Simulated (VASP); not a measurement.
# Na5H in VASP: further runs

The runs below take Na5H through single point, with PBEsol.

All numbers are computed with VASP 6.6.1; they aren't measurements. Logs are shortened: lines on timing, memory, paths and dates and some standing lists are left out, and cuts for length are marked.

## Step 1: The cell of the first run

The cell holds a slab with vacuum, 6 atoms: a = 3.720 Å, b = 3.720 Å, c = 31.123 Å, α = 90.00°, β = 90.00°, γ = 120.00°.

## Step 2: Single point, PBEsol

INCAR

```
PREC     = Accurate       # precision mode
ENCUT    = 520            # plane-wave cutoff, eV
EDIFF    = 1E-7           # SCF threshold, eV
ISMEAR   = 0              # smearing method
SIGMA    = 0.1            # smearing width, eV
LREAL    = F              # projectors in reciprocal space
LASPH    = T              # aspherical terms in the spheres
NELM     = 60             # most SCF steps
ALGO     = Normal         # electronic algorithm
ISIF     = 2              # what is computed and relaxed
LWAVE    = F              # write WAVECAR
LCHARG   = F              # write CHGCAR
LDIPOL   = T            
IDIPOL   = 3            
DIPOL    = 0.5 0.5 0.514
GGA      = PS             # functional
NBANDS   = 27             # bands
```

KPOINTS

```
regular mesh
0
Gamma
  9 9 1
```

POSCAR

```
Na5H
1.0
    3.7196409407      0.0000000000      0.0000000000
   -1.8598204703      3.2213035476      0.0000000000
    0.0000000000      0.0000000000     31.1234352892
Na H
5 1
Direct
    0.6666666667      0.3333333333      0.2731060990
    0.3333333333      0.6666666667      0.3704879849
    0.6666666667      0.3333333333      0.4697076077
    0.3333333333      0.6666666667      0.5680937895
    0.6666666667      0.3333333333      0.6707814274
    0.6666666667      0.3333333333      0.7331615562
```

Potentials or basis: VASP PAW PBE potentials, release 64 (Na_pv, H).

Run with:

```sh
$ cat potpaw_PBE.64/Na_pv/POTCAR potpaw_PBE.64/H/POTCAR > POTCAR
$ mpirun -np 1 vasp_std > vasp.out
```

OUTCAR:

```text
PREC = Accurate
   ENCUT = 520
   EDIFF = 1E-7
   ISMEAR = 0
   LREAL = F
   LASPH = T
   NELM = 60
   ISIF = 2
   GGA = PS

 ion  position               nearest neighbor table
   1  0.667  0.333  0.273-
   2  0.333  0.667  0.370-
   3  0.667  0.333  0.470-
   4  0.333  0.667  0.568-
   5  0.667  0.333  0.671-
   6  0.667  0.333  0.733-

  LATTYP: Found a hexagonal cell.
 ALAT       =     3.7196409407
 C/A-ratio  =     8.3673224877

  Lattice vectors:

 A1 = (   3.7196409407,   0.0000000000,   0.0000000000)
 A2 = (  -1.8598204703,   3.2213035476,   0.0000000000)
 A3 = (   0.0000000000,   0.0000000000,  31.1234352892)

Analysis of symmetry for initial positions (statically):
=====================================================================
 Subroutine PRICEL returns:
 Original cell was already a primitive cell.

 Routine SETGRP: Setting up the symmetry group for a
 hexagonal supercell.

 Subroutine GETGRP returns: Found  6 space group operations
 (whereof  6 operations were pure point group operations)
 out of a pool of 24 trial point group operations.

The static configuration has the point symmetry C_3v.

Analysis of symmetry for dynamics (positions and initial velocities):
=====================================================================
 Subroutine PRICEL returns:
 Original cell was already a primitive cell.

 Routine SETGRP: Setting up the symmetry group for a
 hexagonal supercell.

 Subroutine GETGRP returns: Found  6 space group operations
 (whereof  6 operations were pure point group operations)
 out of a pool of 24 trial point group operations.

The dynamic configuration has the point symmetry C_3v.

 Subroutine INISYM returns: Found  6 space group operations
 (whereof  6 operations are pure point group operations),
 and found     1 'primitive' translations

----------------------------------------------------------------------------------------

                                     Primitive cell

  volume of cell :     372.9239

  direct lattice vectors                    reciprocal lattice vectors
     3.719640941  0.000000000  0.000000000     0.268843153  0.155216667  0.000000000
    -1.859820470  3.221303548  0.000000000     0.000000000  0.310433334  0.000000000
     0.000000000  0.000000000 31.123435289     0.000000000  0.000000000  0.032130129

  length of vectors
     3.719640941  3.719640941 31.123435289     0.310433334  0.310433334  0.032130129

  position of ions in fractional coordinates (direct lattice)
     0.666666667  0.333333333  0.273106099
     0.333333333  0.666666667  0.370487985
     0.666666667  0.333333333  0.469707608
     0.333333333  0.666666667  0.568093789
     0.666666667  0.333333333  0.670781427
     0.666666667  0.333333333  0.733161556

  ion indices of the primitive-cell ions
   primitive index   ion index
                 1           1
                 2           2
                 3           3
                 4           4
                 5           5
                 6           6

----------------------------------------------------------------------------------------

 KPOINTS: regular mesh

Automatic generation of k-mesh.
 Grid dimensions read from file:
 generate k-points for:    9    9    1

 Generating k-lattice:

  Cartesian coordinates                     Fractional coordinates (reciprocal lattice)
     0.029871461  0.017246296  0.000000000     0.111111111  0.000000000  0.000000000
     0.000000000  0.034492593  0.000000000     0.000000000  0.111111111  0.000000000
     0.000000000  0.000000000  0.032130129     0.000000000  0.000000000  1.000000000

  Length of vectors
     0.034492593  0.034492593  0.032130129

  Shift w.r.t. Gamma in fractional coordinates (k-lattice)
     0.000000000  0.000000000  0.000000000

 Subroutine IBZKPT returns following result:
 ===========================================

 Found     12 irreducible k-points:

 Following reciprocal coordinates:
            Coordinates               Weight
  0.000000  0.000000  0.000000      1.000000
  0.111111  0.000000  0.000000      6.000000
  0.222222  0.000000  0.000000      6.000000
  0.333333  0.000000  0.000000      6.000000
  0.444444  0.000000  0.000000      6.000000
  0.111111  0.111111  0.000000      6.000000
  0.222222  0.111111  0.000000     12.000000
  0.333333  0.111111  0.000000     12.000000
  0.444444  0.111111  0.000000      6.000000
  0.222222  0.222222  0.000000      6.000000
  0.333333  0.222222  0.000000     12.000000
  0.333333  0.333333  0.000000      2.000000
   k-points           NKPTS =     12   k-points in BZ     NKDIM =     12   number of bands    NBANDS=     27
   number of dos      NEDOS =    301   number of ions     NIONS =      6
   total plane-waves  NPLWV = 188160
   dimension x,y,z NGX =    28 NGY =   28 NGZ =  240
   dimension x,y,z NGXF=    56 NGYF=   56 NGZF=  480
   ions per type =               5   1
   NGX,Y,Z   is equivalent  to a cutoff of  12.51, 12.51, 12.82 a.u.
   NGXF,Y,Z  is equivalent  to a cutoff of  25.03, 25.03, 25.64 a.u.
 SYSTEM =  unknown system
   PREC   = accura    normal or accurate (medium, high low for compatibility)
   ISTART =      0    job   : 0-new  1-cont  2-samecut
   ICHARG =      2    charge: 1-file 2-atom 10-const
   ISPIN  =      1    spin polarized calculation?
   LNONCOLLINEAR =      F non collinear calculations
   LSORBIT =      F    spin-orbit coupling
   LASPH  =      T    aspherical Exc in radial PAW
   ENCUT  =  520.0 eV  38.22 Ry    6.18 a.u.   6.92  6.92 57.87*2*pi/ulx,y,z
   NELM   =     60;   NELMIN=  2; NELMDL= -5     # of ELM steps
   EDIFF  = 0.1E-06   stopping-criterion for ELM
   LREAL  =      F    real-space projection
   EDIFFG = 0.1E-05   stopping-criterion for IOM
   NSW    =      0    number of steps for IOM
   IBRION =     -1    ionic relax: 0-MD 1-quasi-New 2-CG
   NFREE  =      0    steps in history (QN), initial steepest desc. (CG)
   ISIF   =      2    stress and relaxation
   ISYM   =      2    0-nonsym 1-usesym 2-fastsym
   POTIM  = 0.5000    time-step for ionic-motion
   TEBEG  =    0.0;   TEEND  =   0.0 temperature during run
   PSTRESS=    0.0 pullay stress
   NELECT =      36.0000    total number of electrons
   NUPDOWN=      -1.0000    fix difference up-down
   EMIN   =  10.00;   EMAX   =-10.00  energy-range for DOS
   EFERMI =   0.00;   METHOD = LEGACY
   ISMEAR =     0;   SIGMA  =   0.10  broadening in eV -4-tet -1-fermi 0-gaus
   EFERMI_NEDOS =   21; number of points for ismear=-14 and -15
   IALGO  =     38    algorithm
   IMIX   =      4    mixing-type and parameters
     AMIX     =   0.40;   BMIX     =  1.00
     AMIX_MAG =   1.60;   BMIX_MAG =  1.00
  volume/ion in A,a.u.               =      62.15       419.44
  Fermi-wavevector in a.u.,A,eV,Ry     =   0.750992  1.419170  7.673546  0.563990
  Thomas-Fermi vector in A             =   1.847871
   LORBIT       =      0    0 simple, 1 ext, 2 COOP (PROOUT), +10 PAW based schemes
   GGA     = PS    functional components
   LHFCALC =     F    Hartree Fock is set to
   AEXX    =    0.0000 exact exchange contribution
   IVDW    =     0    specifies the selected vdW correction
   LEPSILON=     F    determine dielectric tensor
   LRPA    =     F    only Hartree local field effects (RPA)
 non-spin polarized calculation
 Gauss-broadening in eV      SIGMA  =   0.10
  energy-cutoff  :      520.00
  volume of cell :      372.92
 maximum number of plane-waves:     10084
 NGX is ok and might be reduce to    28
   NGX = 13   NGY = 13   NGZ =115

 dipolmoment           0.000000      0.000000     -0.000492 electrons x Angstroem

 number of electron      35.9999992 magnetization

 dipolmoment           0.000000      0.000000      0.268435 electrons x Angstroem

 Free energy of the ion-electron system (eV)
  ---------------------------------------------------
  ext. energy  EPLUGINS =         0.00000000
  ---------------------------------------------------
  free energy    TOTEN  =        -8.24987346 eV

  energy without entropy =       -8.23521020  energy(sigma->0) =       -8.24254183

 E-fermi :  -2.4796     XC(G=0):  -3.8040

 val. band max:       -2.4848756748   @ k =   0.3333   0.2222   0.0000
 cond. band min:      -2.3254642983   @ k =   0.3333   0.3333   0.0000
 fundamental gap:      0.1594113765
 Fermi energy:        -2.4796281169

 k-point     1 :       0.0000    0.0000    0.0000
  band No.  band energies     occupation
      1     -27.4694      2.00000
      2     -27.4372      2.00000
      3     -27.4372      2.00000
      4     -27.3100      2.00000
      5     -27.2934      2.00000
      6     -27.2882      2.00000
[... 19 lines left out ...]
     26       3.1164      0.00000
     27       4.2516      0.00000

 k-point     2 :       0.1111    0.0000    0.0000
  band No.  band energies     occupation
      1     -27.4689      2.00000
      2     -27.4406      2.00000
      3     -27.4380      2.00000
      4     -27.3091      2.00000
      5     -27.2942      2.00000
      6     -27.2908      2.00000
[... 19 lines left out ...]
     26       3.2673      0.00000
     27       4.4073      0.00000

 k-point     3 :       0.2222    0.0000    0.0000
  band No.  band energies     occupation
      1     -27.4677      2.00000
      2     -27.4491      2.00000
      3     -27.4401      2.00000
      4     -27.3073      2.00000
      5     -27.3007      2.00000
      6     -27.2954      2.00000
[... 234 lines left out ...]
      1     -27.4650      2.00000
      2     -27.4614      2.00000
      3     -27.4509      2.00000
      4     -27.3132      2.00000
      5     -27.3094      2.00000
      6     -27.3028      2.00000
[... 19 lines left out ...]
     26       1.1920      0.00000
     27       1.6307      0.00000

 k-point    12 :       0.3333    0.3333    0.0000
  band No.  band energies     occupation
      1     -27.4647      2.00000
      2     -27.4573      2.00000
      3     -27.4571      2.00000
      4     -27.3093      2.00000
      5     -27.3089      2.00000
      6     -27.3066      2.00000
[... 19 lines left out ...]
     26       0.8957      0.00000
     27       1.3376      0.00000

------------------------ aborting loop because EDIFF is reached ----------------------------------------

 vacuum level on the upper side and lower side of the slab       (xc-potential included)         1.985        -2.051

  FORCE on cell =-STRESS in cart. coord.  units (eV):
  Direction    XX          YY          ZZ          XY          YZ          ZX
  --------------------------------------------------------------------------------------
  -------------------------------------------------------------------------------------
  Total       -0.1722762     -0.1722762      0.0530271     -0.0000000      0.0000000      0.0000000
  in kB       -0.7401431     -0.7401431      0.2278181     -0.0000000      0.0000000      0.0000000
  external PRESSURE =      -0.4174894 kB  Pullay stress =       0.0000000 kB

 VOLUME and BASIS-vectors are now :
 -----------------------------------------------------------------------------
  energy-cutoff  :      520.00
  volume of cell :      372.92
      direct lattice vectors                 reciprocal lattice vectors
     3.719640941  0.000000000  0.000000000     0.268843153  0.155216667  0.000000000
    -1.859820470  3.221303548  0.000000000     0.000000000  0.310433334  0.000000000
     0.000000000  0.000000000 31.123435289     0.000000000  0.000000000  0.032130129

 POSITION                                       TOTAL-FORCE (eV/Angst)
 -----------------------------------------------------------------------------------
      1.85982      1.07377      8.50000        -0.000000      0.000000      0.002025
     -0.00000      2.14754     11.53086         0.000000     -0.000000     -0.008092
      1.85982      1.07377     14.61891         0.000000      0.000000      0.001432
     -0.00000      2.14754     17.68103         0.000000     -0.000000      0.004615
      1.85982      1.07377     20.87702        -0.000000     -0.000000     -0.016094
      1.85982      1.07377     22.81851        -0.000000      0.000000      0.016115
 -----------------------------------------------------------------------------------
    total drift:                               -0.000002      0.000001      0.000272

  FREE ENERGIE OF THE ION-ELECTRON SYSTEM (eV)
  ---------------------------------------------------
  free  energy   TOTEN  =        -8.2498734582 eV

  energy  without entropy=       -8.2352101984  energy(sigma->0) =       -8.24254183

 vacuum level on the upper side and lower side of the slab         4.495         0.366
```

It took 5.4 min on 1 thread of Intel Xeon Platinum 8259CL at 2.50GHz (Skylake/Cascade Lake), shared host; peak memory 0.5 GiB.

What came out:

```yaml
Free_energy: -8.2499 eV
Largest_force: 0.016 eV/Å
Band_gap_on_the_k_mesh: zero (band 18 reaches -0.83 eV, above the bottom of band 19 at -3.96 eV)
```

Forces on the atoms (eV/Å):
```
Na   0.000  0.000  0.002
Na   0.000  0.000 -0.008
Na   0.000  0.000  0.001
Na   0.000  0.000  0.005
Na   0.000  0.000 -0.016
H    0.000  0.000  0.016
```

Caveat: the PAW data sets were made with another functional, which shifts forces and pressure a little.

## Step 3: Single point, PBEsol

INCAR

```
PREC = Accurate ; ENCUT = 520
EDIFF = 1E-6 ; ISMEAR = 0
SIGMA = 0.1 ; LREAL = F
LASPH = T ; NELM = 60
ALGO = Normal ; ISIF = 2
LWAVE = F ; LCHARG = T
LDIPOL = T ; IDIPOL = 3
DIPOL = 0.5 0.5 0.506 ; GGA = PS
LELF = T ; LVHAR = T
LVACPOTAV = T ; NBANDS = 27
```

KPOINTS

```
Automatic mesh
0
Gamma
  9 9 1
```

POSCAR

```
Na5H
1.0
    3.7196409407      0.0000000000      0.0000000000
   -1.8598204703      3.2213035476      0.0000000000
    0.0000000000      0.0000000000     31.1234352892
Na H
5 1
Direct
    0.6666666667      0.3333333333      0.2731060990
    0.3333333333      0.6666666667      0.3704879849
    0.6666666667      0.3333333333      0.4691774906
    0.3333333333      0.6666666667      0.5663128641
    0.6666666667      0.3333333333      0.6790641926
    0.0000000000      0.0000000000      0.6797955211
```

Potentials or basis: VASP PAW PBE potentials, release 64 (Na_pv, H).

Run with:

```sh
$ cat potpaw_PBE.64/Na_pv/POTCAR potpaw_PBE.64/H/POTCAR > POTCAR
$ mpirun -np 1 vasp_std > vasp.out
```

OUTCAR:

```text
PREC = Accurate
   ENCUT = 520
   EDIFF = 1E-6
   ISMEAR = 0
   LREAL = F
   LASPH = T
   NELM = 60
   ISIF = 2
   GGA = PS

 ion  position               nearest neighbor table
   1  0.667  0.333  0.273-
   2  0.333  0.667  0.370-
   3  0.667  0.333  0.469-
   4  0.333  0.667  0.566-
   5  0.667  0.333  0.679-
   6  0.000  0.000  0.680-
[... 556 lines left out ...]
  --------------------------------------------------------------------------------------
  -------------------------------------------------------------------------------------
  Total       -0.2180847     -0.2180847     -0.0504908     -0.0000000      0.0000000      0.0000000
  in kB       -0.9369480     -0.9369480     -0.2169215     -0.0000000      0.0000000      0.0000000
  external PRESSURE =      -0.6969392 kB  Pullay stress =       0.0000000 kB

 VOLUME and BASIS-vectors are now :
 -----------------------------------------------------------------------------
  energy-cutoff  :      520.00
  volume of cell :      372.92
      direct lattice vectors                 reciprocal lattice vectors
     3.719640941  0.000000000  0.000000000     0.268843153  0.155216667  0.000000000
    -1.859820470  3.221303548  0.000000000     0.000000000  0.310433334  0.000000000
     0.000000000  0.000000000 31.123435289     0.000000000  0.000000000  0.032130129

 POSITION                                       TOTAL-FORCE (eV/Angst)
 -----------------------------------------------------------------------------------
      1.85982      1.07377      8.50000         0.000000     -0.000000      0.005605
     -0.00000      2.14754     11.53086         0.000000     -0.000000     -0.004699
      1.85982      1.07377     14.60242        -0.000000      0.000000      0.001339
     -0.00000      2.14754     17.62560         0.000000      0.000000     -0.003065
      1.85982      1.07377     21.13481        -0.000000     -0.000000      0.013609
      0.00000      0.00000     21.15757        -0.000000      0.000000     -0.012789
 -----------------------------------------------------------------------------------
    total drift:                               -0.000003      0.000002      0.000006

  FREE ENERGIE OF THE ION-ELECTRON SYSTEM (eV)
  ---------------------------------------------------
  free  energy   TOTEN  =       -10.0837296684 eV

  energy  without entropy=      -10.0780361091  energy(sigma->0) =      -10.08088289

 vacuum level on the upper side and lower side of the slab         1.421         1.719
```

stdout:

```text
POSCAR found type information on POSCAR NaH
 POSCAR found :  2 types and       6 ions
 scaLAPACK will be used
 -----------------------------------------------------------------------------
|                                                                             |
[... 23 lines left out ...]
|     field-free region was found. Please increase the size of  your cell     |
|     in the dimension of the dipole correction to obtain accurate            |
|     workfunction values.                                                    |
|                                                                             |
 -----------------------------------------------------------------------------
```

Run time: 3.3 min. Hardware: 1 thread of Intel Xeon Platinum 8259CL at 2.50GHz (Skylake/Cascade Lake), shared host; peak memory 0.49 GiB.

What came out:

```
Free energy            : -10.0837 eV
Largest force          : 0.014 eV/Å
Band gap on the k mesh : zero (band 18 reaches 0.42 eV, above the bottom of band 19 at -2.89 eV)
```

Forces in eV/Å, atoms in the order of the input:
```
Na   0.000  0.000  0.006
Na   0.000  0.000 -0.005
Na   0.000  0.000  0.001
Na   0.000  0.000 -0.003
Na   0.000  0.000  0.014
H    0.000  0.000 -0.013
```

Caveat: the PAW data sets were made with another functional, which shifts forces and pressure a little.
